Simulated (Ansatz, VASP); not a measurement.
**SiGe: VASP beside Ansatz**

Contents of POSCAR:

```
SiGe
1.0
    3.8413927960      0.0000000000      0.0000000000
   -1.9206963980      3.3267437473      0.0000000000
    0.0000000000      0.0000000000      6.6670483470
Si Ge
2 2
Direct
    0.6666666667      0.3333333333      0.8744661518
    0.3333333333      0.6666666667      0.3744661518
    0.6666666667      0.3333333333      0.5005328482
    0.3333333333      0.6666666667      0.0005328482
```

INCAR.step1

```
SYSTEM = SiGe
PREC     = Accurate       ! precision mode
ENCUT    = 520            ! plane-wave cutoff, eV
ISMEAR   = 0              ! smearing method
SIGMA    = 0.05           ! smearing width, eV
LREAL    = .FALSE.        ! projectors in reciprocal space
LASPH    = .TRUE.         ! aspherical terms in the spheres
NELM     = 80             ! most SCF steps
NBANDS   = 26             ! bands
GGA      = PE             ! functional
ALGO     = Normal         ! electronic algorithm
EDIFF    = 1E-4           ! SCF threshold, eV
LWAVE    = .TRUE.         ! write WAVECAR
LCHARG   = .FALSE.        ! write CHGCAR
```

Contents of INCAR.step2:

```
SYSTEM = SiGe
PREC     = Accurate       ! precision mode
ENCUT    = 520            ! plane-wave cutoff, eV
EDIFF    = 1E-7           ! SCF threshold, eV
ISMEAR   = 0              ! smearing method
SIGMA    = 0.05           ! smearing width, eV
LREAL    = .FALSE.        ! projectors in reciprocal space
LASPH    = .TRUE.         ! aspherical terms in the spheres
NELM     = 80             ! most SCF steps
ALGO     = Normal         ! electronic algorithm
ISIF     = 2              ! what is computed and relaxed
LWAVE    = .FALSE.        ! write WAVECAR
LCHARG   = .TRUE.         ! write CHGCAR
METAGGA  = R2SCAN         ! meta-GGA
LMIXTAU  = .TRUE.       
LELF     = .TRUE.         ! ELF
LVHAR    = .TRUE.       
NBANDS   = 26             ! bands
ISTART   = 1
```

Contents of KPOINTS:

```
regular mesh
0
G
  12 12 6
  0 0 0
```

Input for Ansatz:

```yaml
crystal:
  lattice:
    - [3.841392796, 0.0, 0.0]
    - [-1.920696398, 3.3267437473, 0.0]
    - [0.0, 0.0, 6.667048347]
  atoms:
    - { symbol: Si, position: [0.6666666667, 0.3333333333, 0.8744661518] }
    - { symbol: Si, position: [0.3333333333, 0.6666666667, 0.3744661518] }
    - { symbol: Ge, position: [0.6666666667, 0.3333333333, 0.5005328482] }
    - { symbol: Ge, position: [0.3333333333, 0.6666666667, 0.0005328482] }
basis:
  ecutwfc: 500
kpoints:
  mp_grid: { grid: [12, 12, 6] }
hamiltonian:
  xc: r2scan
scf:
  occupations: { method: gaussian, width: 0.05 }
output:
  forces: true
  stress: true
  eigenvalues: true
```

Alike in both runs: task single point; functional r2SCAN; k mesh 12 × 12 × 6; occupations gaussian, width 0.05 eV; no spin polarisation.

|  | VASP | Ansatz |
| --- | --- | --- |
| version | VASP 6.6.1 | Ansatz 0.2.0 |
| potentials or method | VASP PAW PBE potentials, release 64 (Si, Ge_d), cutoff 520 eV | scalar-relativistic, plane waves, PAW |
| valence electrons in the cell | 36 | 36 |

VASP gave:

```
gap on the k mesh at the Fermi level (eV)                     : 0.60
least direct gap on the mesh (eV)                             : 1.18
pressure (GPa)                                                : 0.3
traceless stress, the component that is largest in VASP (GPa) : -6.58
rms of the force components (eV/Å)                            : 0.226
```

**Question.** Which values does Ansatz return?

**Answer.** gap on the k mesh at the Fermi level (eV): 0.60; least direct gap on the mesh (eV): 1.19; pressure (GPa): 0.3; traceless stress, the component that is largest in VASP (GPa): -6.56; rms of the force components (eV/Å): 0.223.

VASP's potentials were made for PBE, not for r2SCAN. Atom by atom the forces differ by 0.002 eV/Å (rms over components). With one functional, cell and mesh, what is left measures potentials, basis and numerics.
